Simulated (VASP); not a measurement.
A run of VASP 6.6.1 is set up as follows.

Contents of INCAR:

```
  ALGO = Normal
  EDIFF = 1E-6
  EDIFFG = -0.01
  ENCUT = 600
  GGA = PE
  IBRION = 2
  ISIF = 3
  ISMEAR = -1
  LASPH = True
  LCHARG = False
  LREAL = False
  LWAVE = False
  NELM = 60
  NSW = 60
  PREC = Accurate
  SIGMA = 0.05
```

Contents of KPOINTS:

```
k-points
0
Gamma
  7 7 4
```

Contents of POSCAR:

```
Si2Mo
1.0
    4.5854715599      0.0000000000      0.0000000000
   -2.2927357800      3.9711348592      0.0000000000
    0.0000000000      0.0000000000      6.5797601000
Mo Si
3 6
Direct
    0.5000000000      0.5000000000      0.8333333333
    0.0000000000      0.5000000000      0.1666666667
    0.5000000000      0.0000000000      0.5000000000
    0.1638729800      0.3277459600      0.5000000000
    0.6722540400      0.8361270200      0.1666666667
    0.8361270200      0.1638729800      0.8333333333
    0.8361270200      0.6722540400      0.5000000000
    0.3277459600      0.1638729800      0.1666666667
    0.1638729800      0.8361270200      0.8333333333
```

Potentials or basis: VASP PAW PBE potentials, release 64 (Mo_sv, Si).

Launch:

```console
$ cat potpaw_PBE.64/Mo_sv/POTCAR potpaw_PBE.64/Si/POTCAR > POTCAR
$ mpirun -np 1 vasp_std > vasp.out
```

Problem. Estimate the relaxed cell.

Solution. a = 4.614 Å, b = 4.614 Å, c = 6.609 Å, α = 90.00°, β = 90.00°, γ = 120.00°.

Problem. Predict the relaxed volume.

Solution. 13.54 Å³/atom.

Problem. Predict the band gap on the k mesh.

Solution. 0.27 eV (least direct gap 0.61 eV).

Final structure:
```
CELL_PARAMETERS angstrom
4.61410 0.00000 0.00000
-2.30705 3.99592 0.00000
0.00000 0.00000 6.60868
ATOMIC_POSITIONS crystal
Mo 0.50000 0.50000 0.83333
Mo 0.00000 0.50000 0.16667
Mo 0.50000 0.00000 0.50000
Si 0.16394 0.32787 0.50000
Si 0.67213 0.83606 0.16667
Si 0.83606 0.16394 0.83333
Si 0.83606 0.67213 0.50000
Si 0.32787 0.16394 0.16667
Si 0.16394 0.83606 0.83333
```

Caveat: an odd mesh through Γ misses points on the zone boundary, where band edges can lie.
